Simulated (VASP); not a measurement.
AlN: single point with PBE

Crystal: AlN.

```
Al N
1.0
     3.11100    0.00000    0.00000
    -1.55550    2.69421    0.00000
     0.00000    0.00000    4.97800
Al N
2 2
Direct
  0.33333 0.66667 0.01043
  0.66667 0.33333 0.51043
  0.33333 0.66667 0.36491
  0.66667 0.33333 0.86491
```

This cell differs from its parent crystal: mode 7 (584.8 1/cm) frozen in, largest displacement -0.100 Å.

```
Program             : VASP 6.6.1
Task                : single point
Functional          : PBE
Potentials or basis : VASP PAW PBE potentials, release 64 (Al, N)
Cutoff              : 520 eV
k mesh              : 12 × 12 × 6
Occupations         : gaussian, width 0.05 eV
Spin                : no spin polarisation
```

```yaml
Pressure: 6.9 GPa
Largest_force: 2.531 eV/Å
Band_gap_on_the_k_mesh: 4.20 eV, direct
```

Forces in eV/Å, atoms in the order of the input:
```
Al   0.000  0.000 -2.531
Al   0.000  0.000 -2.531
N    0.000  0.000  2.531
N    0.000  0.000  2.531
```

Stress tensor (GPa, compression positive):
```
-1.67  0.00  0.00
 0.00 -1.67  0.00
 0.00  0.00 23.99
```

Levels at points of the mesh, in eV from the valence-band top:
```
           k point  band 4  band 5  band 6  band 7  band 8  band 9  band 10  band 11  band 12  band 13
(0.00, 0.00, 0.00)   -0.65   -0.65   -0.40    0.00    0.00    4.20     6.61    10.28    11.26    11.26
(0.50, 0.00, 0.00)   -4.02   -3.47   -2.00   -1.92   -0.50    5.62     5.77     8.23    10.43    10.76
(0.00, 0.00, 0.50)   -3.50   -0.33   -0.33   -0.33   -0.33    6.30     6.30    10.34    10.34    11.55
(0.50, 0.00, 0.50)   -5.53   -1.52   -1.52   -1.29   -1.29    5.24     5.24     9.49     9.49    11.84
```

Run time: 36 s on 1 thread of Intel(R) Xeon(R) Platinum 8259CL CPU @ 2.50GHz (Skylake/Cascade Lake) (shared host), peak memory 0.18 GiB.

Caveat: the cell differs from its parent crystal (mode 7 (584.8 1/cm) frozen in, largest displacement -0.100 Å); forces of over 1 eV/Å act on the atoms, so gaps and moduli don't describe the material at rest. A k mesh can miss the band edges.
